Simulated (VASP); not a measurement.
Here is a VASP 6.6.1 calculation.

INCAR

```
SYSTEM = O
ALGO = Normal
EDIFF = 1E-7
ENCUT = 520
GGA = PS
ISIF = 2
ISMEAR = 0
LASPH = .True.
LCHARG = .False.
LREAL = .False.
LWAVE = .False.
NBANDS = 20
NELM = 60
PREC = Accurate
SIGMA = 0.05
```

The input KPOINTS:

```
k-points
0
Gamma
  6 6 6
  0 0 0
```

POSCAR

```
O
1.0
    3.8922577200      0.0000000000      0.0000000000
    0.0000000000      3.7894570000      0.0000000000
   -0.9966562300      0.0000000000      2.9238805431
O
4
Direct
    0.3329660000      0.6941230000      0.6812950000
    0.6670340000      0.6941230000      0.8187050000
    0.6670340000      0.3058770000      0.3187050000
    0.3329660000      0.3058770000      0.1812950000
```

Potentials or basis: VASP PAW PBE potentials, release 64 (O).

Launch:

```sh
$ cat potpaw_PBE.64/O/POTCAR > POTCAR
$ mpirun -np 1 vasp_std > vasp.out
```

Question: What does it give for the pressure?

Answer: -0.7 GPa.

Question: Predict the band gap on the k mesh.

Answer: 0.50 eV, indirect (least direct gap 0.68 eV).

Question: Estimate the largest force.

Answer: 0.582 eV/Å.

Forces in eV/Å, atoms in the order of the input:
```
O    0.496 -0.233  0.197
O   -0.496 -0.233 -0.197
O   -0.496  0.233 -0.197
O    0.496  0.233  0.197
```

Caveat: the standard files for N, O and F lose accuracy on very short bonds; spin is off for a triplet molecule; the PAW data sets were made with another functional, which shifts forces and pressure a little. A k mesh can miss the band edges.
